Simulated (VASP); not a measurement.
# BiB12 (Fm-3m) in VASP: further runs, part 2 of 2

VASP 6.6.1.

### 3 Single point, PBE

This run uses another cell than the first one, of 8.69 Å³/atom.

INCAR

```
  PREC = Accurate
  ENCUT = 520
  EDIFF = 1E-6
  ISMEAR = 0
  SIGMA = 0.1
  LREAL = False
  LASPH = True
  NELM = 80
  ALGO = Normal
  ISIF = 2
  LWAVE = False
  LCHARG = True
  GGA = PE
  LELF = True
  LVHAR = True
  NBANDS = 38
```

KPOINTS

```
Automatic mesh
0
Gamma
  4 4 4
```

POSCAR

```
BiB12
1.0
    0.0000000000      3.8370498600      3.8370498600
    3.8370498600      0.0000000000      3.8370498600
    3.8370498600      3.8370498600      0.0000000000
B Bi
12 1
Direct
    0.8386352000      0.1613648000      0.5000000000
    0.1613648000      0.8386352000      0.5000000000
    0.5000000000      0.8386352000      0.1613648000
    0.1613648000      0.5000000000      0.5000000000
    0.5000000000      0.5000000000      0.8386352000
    0.5000000000      0.5000000000      0.1613648000
    0.5000000000      0.8386352000      0.5000000000
    0.1613648000      0.5000000000      0.8386352000
    0.8386352000      0.5000000000      0.5000000000
    0.5000000000      0.1613648000      0.5000000000
    0.8386352000      0.5000000000      0.1613648000
    0.5000000000      0.1613648000      0.8386352000
    0.0000000000      0.0000000000      0.0000000000
```

Potentials or basis: VASP PAW PBE potentials, release 64 (B, Bi_d).

Started as:

```bash
$ cat potpaw_PBE.64/B/POTCAR potpaw_PBE.64/Bi_d/POTCAR > POTCAR
$ mpirun -np 1 vasp_std > vasp.out
```

OUTCAR:

```text
PREC = Accurate
   ENCUT = 520
   EDIFF = 1E-6
   ISMEAR = 0
   LREAL = False
   LASPH = True
   NELM = 80
   ISIF = 2
   GGA = PE

 ion  position               nearest neighbor table
   1  0.839  0.161  0.500-   2 1.75   9 1.84  10 1.84  11 1.84  12 1.84  13 2.85  13 2.85
   2  0.161  0.839  0.500-   1 1.75   3 1.84   4 1.84   7 1.84   8 1.84  13 2.85  13 2.85
   3  0.500  0.839  0.161-  12 1.75   6 1.84   7 1.84  11 1.84   2 1.84  13 2.85  13 2.85
   4  0.161  0.500  0.500-   9 1.75   6 1.84   8 1.84   2 1.84  10 1.84  13 2.85  13 2.85
   5  0.500  0.500  0.839-   6 1.75   7 1.84   8 1.84   9 1.84  12 1.84  13 2.85  13 2.85
   6  0.500  0.500  0.161-   5 1.75   4 1.84   3 1.84  10 1.84  11 1.84  13 2.85  13 2.85
   7  0.500  0.839  0.500-  10 1.75   3 1.84   5 1.84   9 1.84   2 1.84  13 2.85  13 2.85
   8  0.161  0.500  0.839-  11 1.75   4 1.84   5 1.84   2 1.84  12 1.84  13 2.85  13 2.85
   9  0.839  0.500  0.500-   4 1.75   1 1.84   5 1.84   7 1.84  11 1.84  13 2.85  13 2.85
  10  0.500  0.161  0.500-   7 1.75   4 1.84   6 1.84   1 1.84  12 1.84  13 2.85  13 2.85
  11  0.839  0.500  0.161-   8 1.75   3 1.84   6 1.84   1 1.84   9 1.84  13 2.85  13 2.85
  12  0.500  0.161  0.839-   3 1.75   1 1.84   5 1.84   8 1.84  10 1.84  13 2.85  13 2.85
  13  0.000  0.000  0.000-   1 2.85   2 2.85   3 2.85   8 2.85  11 2.85  12 2.85   1 2.85   2 2.85
                             4 2.85   7 2.85   9 2.85  10 2.85   4 2.85   5 2.85   6 2.85   8 2.85

  LATTYP: Found a face centered cubic cell.
 ALAT       =     7.6740997200

  Lattice vectors:

 A1 = (   0.0000000000,   3.8370498600,   3.8370498600)
 A2 = (   3.8370498600,   0.0000000000,   3.8370498600)
 A3 = (   3.8370498600,   3.8370498600,   0.0000000000)

Analysis of symmetry for initial positions (statically):
=====================================================================
 Subroutine PRICEL returns:
 Original cell was already a primitive cell.

 Routine SETGRP: Setting up the symmetry group for a
 face centered cubic supercell.

 Subroutine GETGRP returns: Found 48 space group operations
 (whereof 48 operations were pure point group operations)
 out of a pool of 48 trial point group operations.

[... 156 lines left out ...]

 number of electron      50.9999996 magnetization

 Free energy of the ion-electron system (eV)
  ---------------------------------------------------
  ext. energy  EPLUGINS =         0.00000000
  ---------------------------------------------------
  free energy    TOTEN  =       -80.59925590 eV

  energy without entropy =      -80.57539560  energy(sigma->0) =      -80.58732575

 E-fermi :   7.6602     XC(G=0): -11.6445

 val. band max:        7.6167183806   @ k =   0.5000   0.2500   0.0000
 cond. band min:       7.6963811607   @ k =   0.5000   0.0000   0.0000
 fundamental gap:      0.0796627801
 Fermi energy:         7.6602379570

 k-point     1 :       0.0000    0.0000    0.0000
  band No.  band energies     occupation
      1     -16.4522      2.00000
      2     -16.4522      2.00000
      3     -16.4392      2.00000
      4     -16.4392      2.00000
      5     -16.4392      2.00000
      6      -8.2326      2.00000
[... 309 lines left out ...]
     36      13.2265      0.00000
     37      13.2265      0.00000
 [bands above 37 left out]

------------------------ aborting loop because EDIFF is reached ----------------------------------------

  FORCE on cell =-STRESS in cart. coord.  units (eV):
  Direction    XX          YY          ZZ          XY          YZ          ZX
  --------------------------------------------------------------------------------------
  -------------------------------------------------------------------------------------
  Total       -3.5970419     -3.5970419     -3.5970419      0.0000000      0.0000000      0.0000000
  in kB      -51.0074666    -51.0074666    -51.0074666      0.0000000      0.0000000      0.0000000
  external PRESSURE =     -51.0074666 kB  Pullay stress =       0.0000000 kB

 VOLUME and BASIS-vectors are now :
 -----------------------------------------------------------------------------
  energy-cutoff  :      520.00
  volume of cell :      112.99
      direct lattice vectors                 reciprocal lattice vectors
     0.000000000  3.837049860  3.837049860    -0.130308445  0.130308445  0.130308445
     3.837049860  0.000000000  3.837049860     0.130308445 -0.130308445  0.130308445
     3.837049860  3.837049860  0.000000000     0.130308445  0.130308445 -0.130308445

 POSITION                                       TOTAL-FORCE (eV/Angst)
 -----------------------------------------------------------------------------------
      2.53769      5.13641      3.83705         0.197836     -0.197836     -0.000000
      5.13641      2.53769      3.83705        -0.197836      0.197836     -0.000000
      3.83705      2.53769      5.13641        -0.000000      0.197836     -0.197836
      3.83705      2.53769      2.53769        -0.000000      0.197836      0.197836
      5.13641      5.13641      3.83705        -0.197836     -0.197836     -0.000000
      2.53769      2.53769      3.83705         0.197836      0.197836     -0.000000
      5.13641      3.83705      5.13641        -0.197836      0.000000     -0.197836
      5.13641      3.83705      2.53769        -0.197836      0.000000      0.197836
      3.83705      5.13641      5.13641        -0.000000     -0.197836     -0.197836
      2.53769      3.83705      2.53769         0.197836      0.000000      0.197836
      2.53769      3.83705      5.13641         0.197836      0.000000     -0.197836
      3.83705      5.13641      2.53769        -0.000000     -0.197836      0.197836
      0.00000      0.00000      0.00000        -0.000000      0.000000     -0.000000
 -----------------------------------------------------------------------------------
    total drift:                               -0.000000     -0.000000     -0.000000

  FREE ENERGIE OF THE ION-ELECTRON SYSTEM (eV)
  ---------------------------------------------------
  free  energy   TOTEN  =       -80.5992558999 eV

  energy  without entropy=      -80.5753955988  energy(sigma->0) =      -80.58732575
```

OSZICAR:

```text
N       E                     dE             d eps       ncg     rms          rms(c)
DAV:   1     0.321630474685E+03    0.32163E+03   -0.22763E+04   608   0.136E+03
DAV:   2    -0.500400796680E+02   -0.37167E+03   -0.34336E+03   654   0.335E+02
DAV:   3    -0.848877765495E+02   -0.34848E+02   -0.33432E+02   756   0.103E+02
DAV:   4    -0.861739491665E+02   -0.12862E+01   -0.12740E+01   762   0.190E+01
DAV:   5    -0.862104384469E+02   -0.36489E-01   -0.36463E-01   882   0.337E+00    0.105E+01
DAV:   6    -0.815076476179E+02    0.47028E+01   -0.41730E+00   880   0.153E+01    0.571E+00
DAV:   7    -0.805907234574E+02    0.91692E+00   -0.33868E+00   810   0.102E+01    0.150E+00
DAV:   8    -0.806069067573E+02   -0.16183E-01   -0.69878E-01   708   0.564E+00    0.763E-01
DAV:   9    -0.805985034987E+02    0.84033E-02   -0.67303E-02   778   0.168E+00    0.187E-01
DAV:  10    -0.805993199517E+02   -0.81645E-03   -0.13500E-02   742   0.476E-01    0.936E-02
DAV:  11    -0.805993374096E+02   -0.17458E-04   -0.23840E-03   928   0.368E-01    0.377E-02
DAV:  12    -0.805992525253E+02    0.84884E-04   -0.39356E-04   738   0.157E-01    0.912E-03
DAV:  13    -0.805992550150E+02   -0.24897E-05   -0.66998E-05   768   0.355E-02    0.400E-03
DAV:  14    -0.805992558999E+02   -0.88490E-06   -0.55168E-06   646   0.131E-02
   1 F= -.80599256E+02 E0= -.80587326E+02  d E =-.238603E-01
```

stdout:

```text
POSCAR found type information on POSCAR B Bi
 POSCAR found :  2 types and      13 ions
 scaLAPACK will be used
 LDA part: xc-table for (Slater+PW92), standard interpolation
 POSCAR, INCAR and KPOINTS ok, starting setup
 FFT: planning ... GRIDC
 FFT: planning ... GRID_SOFT
 FFT: planning ... GRID
 WAVECAR not read
 entering main loop
```

Run time: 34 s. Hardware: 1 thread of Intel Xeon Platinum 8559C (Emerald Rapids), shared host; peak memory 0.23 GiB.

Results:

```
Free energy            : -80.5993 eV
Pressure               : -5.1 GPa
Largest force          : 0.280 eV/Å
Band gap on the k mesh : zero (an odd number of electrons rules out a gap without spin polarisation)
```

Forces on the atoms (eV/Å):
```
B    0.198 -0.198  0.000
B   -0.198  0.198  0.000
B    0.000  0.198 -0.198
B    0.000  0.198  0.198
B   -0.198 -0.198  0.000
B    0.198  0.198  0.000
B   -0.198  0.000 -0.198
B   -0.198  0.000  0.198
B    0.000 -0.198 -0.198
B    0.198  0.000  0.198
B    0.198  0.000 -0.198
B    0.000 -0.198  0.198
Bi   0.000  0.000  0.000
```

Caveat: the cell stands under tension; spin-orbit coupling is left out, which moves the levels of the heavy elements.

### 4 Relaxation of cell and atoms, PBE

This run uses another cell than the first one, of 8.69 Å³/atom.

INCAR

```
SYSTEM = BiB12
  ALGO = Normal
  EDIFF = 1E-6
  EDIFFG = -0.04
  ENCUT = 600
  GGA = PE
  IBRION = 2
  ISIF = 3
  ISMEAR = 0
  LASPH = .True.
  LCHARG = .False.
  LREAL = .False.
  LWAVE = .False.
  NELM = 60
  NSW = 90
  PREC = Accurate
  SIGMA = 0.1
```

KPOINTS

```
k-points
0
Gamma
  4 4 4
  0 0 0
```

POSCAR is that of step 3.

Started as:

```bash
$ cat potpaw_PBE.64/B/POTCAR potpaw_PBE.64/Bi_d/POTCAR > POTCAR
$ mpirun -np 1 vasp_std > vasp.out
```

Wall time 1.7 min (1 thread of Intel Xeon Platinum 8559C (Emerald Rapids), shared host); peak memory 0.33 GiB.

The run converged. Its results:

```
Free energy                           : -80.6695 eV
Relaxed volume                        : 8.48 Å³/atom
Relaxed cell                          : a = 5.382 Å, b = 5.382 Å, c = 5.382 Å, α = 60.00°, β = 60.00°, γ = 60.00°
Space group after relaxing (to 0.1 Å) : Fm-3m (No. 225)
Energy gained by relaxing             : 4.5 meV/atom
Ionic steps                           : 3
Pressure after relaxing               : -0.1 GPa
Largest force after relaxing          : 0.006 eV/Å
Band gap on the k mesh                : zero (an odd number of electrons rules out a gap without spin polarisation)
```

Forces on the atoms (eV/Å):
```
B   -0.004  0.004  0.000
B    0.004 -0.004  0.000
B    0.000 -0.004  0.004
B    0.000 -0.004 -0.004
B    0.004  0.004  0.000
B   -0.004 -0.004  0.000
B    0.004  0.000  0.004
B    0.004  0.000 -0.004
B    0.000  0.004  0.004
B   -0.004  0.000 -0.004
B   -0.004  0.000  0.004
B    0.000  0.004 -0.004
Bi   0.000  0.000  0.000
```

The path:
```tsv
step	energy change (eV)	largest force (eV/Å)	pressure (GPa)	volume (Å³)
1	0.0000	0.2793	-5.11	112.99
2	-0.0346	0.2043	3.47	108.52
3	-0.0591	0.0060	-0.05	110.23
```

Final structure:
```xyz
13
Lattice="0.0000 3.8056 3.8056 3.8056 0.0000 3.8056 3.8056 3.8056 0.0000" Properties=species:S:1:pos:R:3 pbc="T T T"
B     2.5226    5.0885    3.8056
B     5.0885    2.5226    3.8056
B     3.8056    2.5226    5.0885
B     3.8056    2.5226    2.5226
B     5.0885    5.0885    3.8056
B     2.5226    2.5226    3.8056
B     5.0885    3.8056    5.0885
B     5.0885    3.8056    2.5226
B     3.8056    5.0885    5.0885
B     2.5226    3.8056    2.5226
B     2.5226    3.8056    5.0885
B     3.8056    5.0885    2.5226
Bi    0.0000    0.0000    0.0000
```

Levels at points of the mesh, in eV from the Fermi level:
| k point | band 23 | band 24 | band 25 | band 26 | band 27 | band 28 |
| --- | --- | --- | --- | --- | --- | --- |
| (0.00, 0.00, 0.00) | -1.80 | -1.41 | -1.41 | 1.89 | 1.89 | 1.89 |
| (0.50, 0.00, 0.00) | -1.93 | -1.93 | -1.83 | 0.01 | 0.01 | 1.60 |
| (0.50, 0.50, 0.00) | -3.57 | -2.86 | -2.28 | -0.91 | -0.91 | 2.72 |

Caveat: spin-orbit coupling is left out, which moves the levels of the heavy elements.

### 5 The runs side by side

```tsv
task	cell	cutoff (eV)	gap on the mesh (eV)	pressure (GPa)	largest force (eV/Å)
single point	a = 5.380 Å, angles 60.0°, 13 atoms	520	none	0.1	0.02
single point	a = 5.426 Å, angles 60.0°, 13 atoms	520	none	-5.1	0.28
relaxation of cell and atoms	relaxed from a = 5.426 Å, angles 60.0°, 13 atoms	600	none	-0.1	0.01
```

Alike in all rows: level PBE; potentials or basis VASP PAW PBE potentials, release 64 (B, Bi_d); no spin polarisation; k mesh 4 × 4 × 4; smearing gaussian 0.1 eV.

Caveats: spin-orbit coupling is left out, which moves the levels of the heavy elements; the cell stands under tension (at least some runs).

Total energies depend on the potentials used, so only differences within one code and one set of settings carry meaning.
